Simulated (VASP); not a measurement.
# Cu in VASP: notebook

The runs below take Cu through single point, relaxation of cell and atoms, with PBE.

Program: VASP 6.6.1. These are calculated values, not measurements. Logs are shortened: lines on timing, memory, paths and dates and some standing lists are left out, and cuts for length are marked.

### 1 The cell of the first run

The typed cell holds 1 atom: a = 2.568 Å, b = 2.568 Å, c = 2.568 Å, α = 120.08°, β = 120.05°, γ = 89.89°.

### 2 Single point, PBE

File INCAR:

```
SYSTEM = Cu
ALGO     = Normal         ! electronic algorithm
EDIFF    = 1E-6           ! SCF threshold, eV
ENCUT    = 520            ! plane-wave cutoff, eV
GGA      = PE             ! functional
ISIF     = 2              ! what is computed and relaxed
ISMEAR   = 0              ! smearing method
LASPH    = .True.         ! aspherical terms in the spheres
LCHARG   = .True.         ! write CHGCAR
LELF     = .True.         ! ELF
LREAL    = .False.        ! projectors in reciprocal space
LVHAR    = .True.       
LWAVE    = .False.        ! write WAVECAR
NBANDS   = 12             ! bands
NELM     = 100            ! most SCF steps
PREC     = Accurate       ! precision mode
SIGMA    = 0.1            ! smearing width, eV
```

File KPOINTS:

```
k-points
0
Gamma
  10 10 10
  0 0 0
```

File POSCAR:

```
Cu
1.0
   -1.2825311856      1.2831537534      1.8176583609
    1.2825311856     -1.2831537534      1.8176583609
    1.2825311856      1.2831537534     -1.8176583609
Cu
1
Direct
    0.0000000000      0.0000000000      0.0000000000
```

Potentials or basis: VASP PAW PBE potentials, release 64 (Cu).

On the command line:

```sh
> cat potpaw_PBE.64/Cu/POTCAR > POTCAR
> mpirun -np 1 vasp_std > vasp.out
```

OUTCAR:

```text
SYSTEM = Cu
   EDIFF = 1E-6
   ENCUT = 520
   GGA = PE
   ISIF = 2
   ISMEAR = 0
   LASPH = .True.
   LREAL = .False.
   NELM = 100
   PREC = Accurate

 ion  position               nearest neighbor table
   1  0.000  0.000  0.000-

  LATTYP: Found a body centered orthorhombic cell.
 ALAT       =     2.5650623712
 B/A-ratio  =     1.0004854212
 C/A-ratio  =     1.4172430123

  Lattice vectors:

 A1 = (  -1.2825311856,   1.2831537534,   1.8176583609)
 A2 = (   1.2825311856,  -1.2831537534,   1.8176583609)
 A3 = (   1.2825311856,   1.2831537534,  -1.8176583609)

Analysis of symmetry for initial positions (statically):
=====================================================================
 Subroutine PRICEL returns:
 Original cell was already a primitive cell.

 Routine SETGRP: Setting up the symmetry group for a
 body centered orthorhombic supercell.

 Subroutine GETGRP returns: Found  8 space group operations
 (whereof  8 operations were pure point group operations)
 out of a pool of  8 trial point group operations.

The static configuration has the point symmetry D_2h.

Analysis of symmetry for dynamics (positions and initial velocities):
=====================================================================
 Subroutine PRICEL returns:
 Original cell was already a primitive cell.

 Routine SETGRP: Setting up the symmetry group for a
 body centered orthorhombic supercell.

 Subroutine GETGRP returns: Found  8 space group operations
 (whereof  8 operations were pure point group operations)
 out of a pool of  8 trial point group operations.

The dynamic configuration has the point symmetry D_2h.

 Subroutine INISYM returns: Found  8 space group operations
 (whereof  8 operations are pure point group operations),
 and found     1 'primitive' translations

----------------------------------------------------------------------------------------

                                     Primitive cell

  volume of cell :      11.9652

  direct lattice vectors                    reciprocal lattice vectors
    -1.282531186  1.283153753  1.817658361     0.000000000  0.389664916  0.275079196
     1.282531186 -1.283153753  1.817658361     0.389854068  0.000000000  0.275079196
     1.282531186  1.283153753 -1.817658361     0.389854068  0.389664916  0.000000000

  length of vectors
     2.568122216  2.568122216  2.568122216     0.476977265  0.477131804  0.551203176

  position of ions in fractional coordinates (direct lattice)
     0.000000000  0.000000000  0.000000000

  ion indices of the primitive-cell ions
   primitive index   ion index
                 1           1

----------------------------------------------------------------------------------------

 KPOINTS: k-points

Automatic generation of k-mesh.
 Grid dimensions read from file:
 generate k-points for:   10   10   10

 Generating k-lattice:

  Cartesian coordinates                     Fractional coordinates (reciprocal lattice)
     0.000000000  0.038966492  0.027507920     0.100000000  0.000000000  0.000000000
     0.038985407  0.000000000  0.027507920    -0.000000000  0.100000000  0.000000000
     0.038985407  0.038966492  0.000000000    -0.000000000  0.000000000  0.100000000

  Length of vectors
     0.047697726  0.047713180  0.055120318

  Shift w.r.t. Gamma in fractional coordinates (k-lattice)
     0.000000000  0.000000000  0.000000000

 Subroutine IBZKPT returns following result:
 ===========================================

 Found    171 irreducible k-points:

 Following reciprocal coordinates:
            Coordinates               Weight
  0.000000  0.000000  0.000000      1.000000
  0.100000  0.000000 -0.000000      4.000000
  0.200000  0.000000 -0.000000      4.000000
  0.300000  0.000000 -0.000000      4.000000
  0.400000  0.000000 -0.000000      4.000000
  0.500000  0.000000 -0.000000      2.000000
[... 16 lines left out ...]
 -0.400000  0.200000  0.000000      8.000000
 -0.300000  0.200000  0.000000      8.000000
 [... further k-points ...]
   k-points           NKPTS =    171   k-points in BZ     NKDIM =    171   number of bands    NBANDS=     12
   number of dos      NEDOS =    301   number of ions     NIONS =      1
   total plane-waves  NPLWV =   8000
   dimension x,y,z NGX =    20 NGY =   20 NGZ =   20
   dimension x,y,z NGXF=    40 NGYF=   40 NGZF=   40
   ions per type =               1
   NGX,Y,Z   is equivalent  to a cutoff of  12.95, 12.95, 12.95 a.u.
   NGXF,Y,Z  is equivalent  to a cutoff of  25.89, 25.89, 25.89 a.u.
 SYSTEM =  Cu
   PREC   = accura    normal or accurate (medium, high low for compatibility)
   ISTART =      0    job   : 0-new  1-cont  2-samecut
   ICHARG =      2    charge: 1-file 2-atom 10-const
   ISPIN  =      1    spin polarized calculation?
   LNONCOLLINEAR =      F non collinear calculations
   LSORBIT =      F    spin-orbit coupling
   LASPH  =      T    aspherical Exc in radial PAW
   ENCUT  =  520.0 eV  38.22 Ry    6.18 a.u.   4.78  4.78  4.78*2*pi/ulx,y,z
   NELM   =    100;   NELMIN=  2; NELMDL= -5     # of ELM steps
   EDIFF  = 0.1E-05   stopping-criterion for ELM
   LREAL  =      F    real-space projection
   EDIFFG = 0.1E-04   stopping-criterion for IOM
   NSW    =      0    number of steps for IOM
   IBRION =     -1    ionic relax: 0-MD 1-quasi-New 2-CG
   NFREE  =      0    steps in history (QN), initial steepest desc. (CG)
   ISIF   =      2    stress and relaxation
   ISYM   =      2    0-nonsym 1-usesym 2-fastsym
   POTIM  = 0.5000    time-step for ionic-motion
   TEBEG  =    0.0;   TEEND  =   0.0 temperature during run
   PSTRESS=    0.0 pullay stress
   NELECT =      11.0000    total number of electrons
   NUPDOWN=      -1.0000    fix difference up-down
   EMIN   =  10.00;   EMAX   =-10.00  energy-range for DOS
   EFERMI =   0.00;   METHOD = LEGACY
   ISMEAR =     0;   SIGMA  =   0.10  broadening in eV -4-tet -1-fermi 0-gaus
   EFERMI_NEDOS =   21; number of points for ismear=-14 and -15
   IALGO  =     38    algorithm
   IMIX   =      4    mixing-type and parameters
     AMIX     =   0.40;   BMIX     =  1.00
     AMIX_MAG =   1.60;   BMIX_MAG =  1.00
  volume/ion in A,a.u.               =      11.97        80.74
  Fermi-wavevector in a.u.,A,eV,Ry     =   1.591840  3.008142 34.476548  2.533955
  Thomas-Fermi vector in A             =   2.690318
   LORBIT       =      0    0 simple, 1 ext, 2 COOP (PROOUT), +10 PAW based schemes
   GGA     = PE    functional components
   LHFCALC =     F    Hartree Fock is set to
   AEXX    =    0.0000 exact exchange contribution
   IVDW    =     0    specifies the selected vdW correction
   LEPSILON=     F    determine dielectric tensor
   LRPA    =     F    only Hartree local field effects (RPA)
 non-spin polarized calculation
 Gauss-broadening in eV      SIGMA  =   0.10
  energy-cutoff  :      520.00
  volume of cell :       11.97
 maximum number of plane-waves:       332
   NGX =  9   NGY =  9   NGZ =  9

 number of electron      10.9999997 magnetization

 Free energy of the ion-electron system (eV)
  ---------------------------------------------------
  ext. energy  EPLUGINS =         0.00000000
  ---------------------------------------------------
  free energy    TOTEN  =        -3.71480120 eV

  energy without entropy =       -3.71208673  energy(sigma->0) =       -3.71344396

 E-fermi :   7.3170     XC(G=0): -12.6511

 val. band max:        7.3150355956   @ k =   0.5000  -0.1000   0.1000
 cond. band min:       7.3179735577   @ k =  -0.1000   0.5000   0.1000
 fundamental gap:      0.0029379621
 Fermi energy:         7.3170365051

 k-point     1 :       0.0000    0.0000    0.0000
  band No.  band energies     occupation
      1      -1.8276      2.00000
      2       4.4291      2.00000
      3       4.4369      2.00000
      4       4.4393      2.00000
      5       5.2362      2.00000
      6       5.2452      2.00000
      7      29.9149      0.00000
      8      32.4484      0.00000
      9      32.4537      0.00000
     10      32.4722      0.00000
     11      34.9294      0.00000
     12      34.9436      0.00000

 k-point     2 :       0.1000    0.0000   -0.0000
  band No.  band energies     occupation
      1      -1.4687      2.00000
      2       4.3625      2.00000
      3       4.4945      2.00000
      4       4.5021      2.00000
      5       5.2145      2.00000
      6       5.2228      2.00000
      7      27.3508      0.00000
      8      30.6305      0.00000
      9      31.5545      0.00000
     10      31.5779      0.00000
     11      36.3231      0.00000
     12      36.3346      0.00000

 k-point     3 :       0.2000    0.0000   -0.0000
  band No.  band energies     occupation
      1      -0.4372      2.00000
      2       4.2186      2.00000
      3       4.5873      2.00000
      4       4.5966      2.00000
      5       5.2379      2.00000
      6       5.2428      2.00000
      7      22.2271      0.00000
      8      30.1349      0.00000
      9      30.4494      0.00000
     10      30.4799      0.00000
     11      36.7563      0.00000
     12      36.8573      0.00000
[... 286 lines left out ...]
 k-point    23 :      -0.4000    0.2000    0.0000
  band No.  band energies     occupation
      1       2.3425      2.00000
      2       3.7291      2.00000
      3       4.4002      2.00000
      4       4.9394      2.00000
      5       5.7610      2.00000
      6       6.2871      2.00000
      7      16.8900      0.00000
      8      23.6220      0.00000
      9      24.1641      0.00000
     10      27.2362      0.00000
     11      34.8242      0.00000
     12      40.2704      0.00000

 k-point    24 :      -0.3000    0.2000    0.0000
  band No.  band energies     occupation
      1       1.1074      2.00000
      2       3.7643      2.00000
      3       4.6123      2.00000
      4       4.9871      2.00000
      5       5.3298      2.00000
      6       5.5605      2.00000
      7      21.4839      0.00000
      8      24.6460      0.00000
      9      25.8760      0.00000
     10      27.5332      0.00000
     11      31.2856      0.00000
     12      41.4358      0.00000

 [... further k-points ...]

------------------------ aborting loop because EDIFF is reached ----------------------------------------

  FORCE on cell =-STRESS in cart. coord.  units (eV):
  Direction    XX          YY          ZZ          XY          YZ          ZX
  --------------------------------------------------------------------------------------
  -------------------------------------------------------------------------------------
  Total        0.0562345      0.0524869      0.0441956     -0.0000000      0.0000000      0.0000000
  in kB        7.5299897      7.0281766      5.9179400     -0.0000000      0.0000000      0.0000000
  external PRESSURE =       6.8253688 kB  Pullay stress =       0.0000000 kB

 VOLUME and BASIS-vectors are now :
 -----------------------------------------------------------------------------
  energy-cutoff  :      520.00
  volume of cell :       11.97
      direct lattice vectors                 reciprocal lattice vectors
    -1.282531186  1.283153753  1.817658361     0.000000000  0.389664916  0.275079196
     1.282531186 -1.283153753  1.817658361     0.389854068  0.000000000  0.275079196
     1.282531186  1.283153753 -1.817658361     0.389854068  0.389664916  0.000000000

 POSITION                                       TOTAL-FORCE (eV/Angst)
 -----------------------------------------------------------------------------------
      0.00000      0.00000      0.00000        -0.000000      0.000000     -0.000000
 -----------------------------------------------------------------------------------
    total drift:                                0.000000      0.000000      0.000000

  FREE ENERGIE OF THE ION-ELECTRON SYSTEM (eV)
  ---------------------------------------------------
  free  energy   TOTEN  =        -3.7148011958 eV

  energy  without entropy=       -3.7120867320  energy(sigma->0) =       -3.71344396
```

Run time: 15 s. Hardware: 1 thread of Intel Xeon Platinum 8488C (Sapphire Rapids), shared host; peak memory 0.14 GiB.

What came out:

```
Free energy : -3.7148 eV
Pressure    : 0.7 GPa
```

Stress tensor (GPa, compression positive):
```
0.75 0.00 0.00
0.00 0.70 0.00
0.00 0.00 0.59
```

Levels at points of the mesh, in eV from the Fermi level:
| k point | band 2 | band 3 | band 4 | band 5 | band 6 | band 7 | band 8 | band 9 | band 10 | band 11 |
| --- | --- | --- | --- | --- | --- | --- | --- | --- | --- | --- |
| (0.00, 0.00, 0.00) | -2.89 | -2.88 | -2.88 | -2.08 | -2.07 | 22.60 | 25.13 | 25.14 | 25.16 | 27.61 |
| (0.50, 0.00, 0.00) | -2.92 | -2.91 | -1.52 | -1.52 | -0.86 | 3.79 | 21.10 | 21.95 | 22.02 | 24.97 |
| (0.00, 0.50, 0.00) | -2.92 | -2.91 | -1.52 | -1.52 | -0.85 | 3.80 | 21.09 | 21.94 | 22.00 | 24.97 |
| (0.50, 0.50, 0.00) | -4.25 | -1.54 | -1.38 | -1.38 | 1.63 | 7.15 | 13.07 | 13.08 | 17.54 | 20.14 |
| (0.50, 0.50, 0.50) | -4.25 | -1.54 | -1.38 | -1.38 | 1.59 | 7.10 | 13.11 | 13.13 | 17.57 | 20.18 |

### 3 Single point, PBE

File INCAR:

```
ALGO     = Normal         # electronic algorithm
EDIFF    = 1E-6           # SCF threshold, eV
ENCUT    = 520            # plane-wave cutoff, eV
GGA      = PE             # functional
ISIF     = 2              # what is computed and relaxed
ISMEAR   = 0              # smearing method
LASPH    = T              # aspherical terms in the spheres
LCHARG   = F              # write CHGCAR
LREAL    = F              # projectors in reciprocal space
LWAVE    = F              # write WAVECAR
NBANDS   = 12             # bands
NELM     = 60             # most SCF steps
PREC     = Accurate       # precision mode
SIGMA    = 0.1            # smearing width, eV
```

File KPOINTS:

```
k-points
0
Gamma
  26 26 26
```

File POSCAR:

```
Cu
1.0
    0.0000000000      1.8148826848      1.8148826848
    1.8148826848      0.0000000000      1.8148826848
    1.8148826848      1.8148826848      0.0000000000
Cu
1
Direct
    0.0000000000      0.0000000000      0.0000000000
```

Potentials or basis: VASP PAW PBE potentials, release 64 (Cu).

On the command line:

```sh
> cat potpaw_PBE.64/Cu/POTCAR > POTCAR
> mpirun -np 1 vasp_std > vasp.out
```

OUTCAR:

```text
EDIFF = 1E-6
   ENCUT = 520
   GGA = PE
   ISIF = 2
   ISMEAR = 0
   LASPH = T
   LREAL = F
   NELM = 60
   PREC = Accurate

 ion  position               nearest neighbor table
   1  0.000  0.000  0.000-

  LATTYP: Found a face centered cubic cell.
 ALAT       =     3.6297653696

  Lattice vectors:

 A1 = (   0.0000000000,   1.8148826848,   1.8148826848)
 A2 = (   1.8148826848,   0.0000000000,   1.8148826848)
 A3 = (   1.8148826848,   1.8148826848,   0.0000000000)

Analysis of symmetry for initial positions (statically):
[... 537 lines left out ...]

 [... further k-points ...]

------------------------ aborting loop because EDIFF is reached ----------------------------------------

  FORCE on cell =-STRESS in cart. coord.  units (eV):
  Direction    XX          YY          ZZ          XY          YZ          ZX
  --------------------------------------------------------------------------------------
  -------------------------------------------------------------------------------------
  Total        0.0424320      0.0424320      0.0424320     -0.0000000      0.0000000      0.0000000
  in kB        5.6862818      5.6862818      5.6862818     -0.0000000      0.0000000      0.0000000
  external PRESSURE =       5.6862818 kB  Pullay stress =       0.0000000 kB

 VOLUME and BASIS-vectors are now :
 -----------------------------------------------------------------------------
  energy-cutoff  :      520.00
  volume of cell :       11.96
      direct lattice vectors                 reciprocal lattice vectors
     0.000000000  1.814882685  1.814882685    -0.275499901  0.275499901  0.275499901
     1.814882685  0.000000000  1.814882685     0.275499901 -0.275499901  0.275499901
     1.814882685  1.814882685  0.000000000     0.275499901  0.275499901 -0.275499901

 POSITION                                       TOTAL-FORCE (eV/Angst)
 -----------------------------------------------------------------------------------
      0.00000      0.00000      0.00000         0.000000      0.000000      0.000000
 -----------------------------------------------------------------------------------
    total drift:                                0.000000      0.000000      0.000000

  FREE ENERGIE OF THE ION-ELECTRON SYSTEM (eV)
  ---------------------------------------------------
  free  energy   TOTEN  =        -3.7291568875 eV

  energy  without entropy=       -3.7278297710  energy(sigma->0) =       -3.72849333
```

stdout:

```text
POSCAR found type information on POSCAR Cu
 POSCAR found :  1 types and       1 ions
 scaLAPACK will be used
 LDA part: xc-table for (Slater+PW92), standard interpolation
 POSCAR, INCAR and KPOINTS ok, starting setup
 FFT: planning ... GRIDC
 FFT: planning ... GRID_SOFT
 FFT: planning ... GRID
 WAVECAR not read
 entering main loop
```

Wall time 38 s (1 thread of Intel Xeon Platinum 8488C (Sapphire Rapids), shared host); peak memory 0.18 GiB.

Results:

| Item | Value |
| --- | --- |
| Free energy | -3.7292 eV |
| Pressure | 0.6 GPa |

[end of part 1 of 2]
